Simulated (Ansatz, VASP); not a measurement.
Zr in VASP and in Ansatz

File INCAR:

```
SYSTEM = Zr
PREC     = Accurate       ! precision mode
ENCUT    = 520            ! plane-wave cutoff, eV
EDIFF    = 1E-7           ! SCF threshold, eV
ISMEAR   = -1             ! smearing method
SIGMA    = 0.08           ! smearing width, eV
LREAL    = .FALSE.        ! projectors in reciprocal space
LASPH    = .TRUE.         ! aspherical terms in the spheres
NELM     = 100            ! most SCF steps
ALGO     = Normal         ! electronic algorithm
ISIF     = 2              ! what is computed and relaxed
LWAVE    = .FALSE.        ! write WAVECAR
LCHARG   = .FALSE.        ! write CHGCAR
GGA      = PS             ! functional
NBANDS   = 12             ! bands
```

Contents of KPOINTS:

```
regular mesh
0
G
  14 14 14
  0 0 0
```

Contents of POSCAR:

```
Zr
1.0
   -1.8281000000      1.8100000000      1.8100000000
    1.8100000000     -1.8281000000      1.8100000000
    1.8100000000      1.8100000000     -1.8281000000
Zr
1
Direct
    0.0000000000      0.0000000000      0.0000000000
```

Input for Ansatz:

```yaml
crystal:
  lattice:
    - [-1.8281, 1.81, 1.81]
    - [1.81, -1.8281, 1.81]
    - [1.81, 1.81, -1.8281]
  atoms:
    - { symbol: Zr, position: [0.0, 0.0, 0.0] }
kpoints:
  mp_grid: { grid: [14, 14, 14] }
  band_path:
    path:
      - [0.0, 0.0, 0.0]
      - [0.0, 0.0, 0.5]
      - [-0.5, 0.5, 0.5]
      - [-0.7524689983, 0.2475310017, 0.2475310017]
      - [0.2475310017, 0.2475310017, 0.2475310017]
      - [0.0, 0.0, 0.0]
      - [-0.5, 0.0, 0.5]
    npoints: 5
scf:
  occupations: { method: fermi_dirac, width: 0.08 }
hamiltonian:
  xc: pbesol
  pseudopotentials: { kind: all_electron, lapw: { basis_error: 0.0005 } }
output:
  forces: true
  stress: true
  eigenvalues: true
```

Change from the starting cell: equal xy, yz and zx shear strains of -1 %.

Alike in both runs: task single point; functional PBEsol; k mesh 14 × 14 × 14; occupations fermi-dirac, width 0.08 eV; no spin polarisation.

```csv
,VASP,Ansatz
version,VASP 6.6.1,Ansatz 0.2.0
potentials or method,"VASP PAW PBE potentials, release 64 (Zr_sv), cutoff 520 eV","all-electron LAPW, scalar-relativistic"
```

```csv
,VASP,Ansatz,Ansatz less VASP
pressure (GPa),-6.6,-6.7,-0.04
"traceless stress, the component that is largest in VASP (GPa)",0.26,0.26,-0.002
```

VASP's potentials were made for PBE, not for PBEsol. Ansatz ran all-electron here, and VASP with PAW potentials.
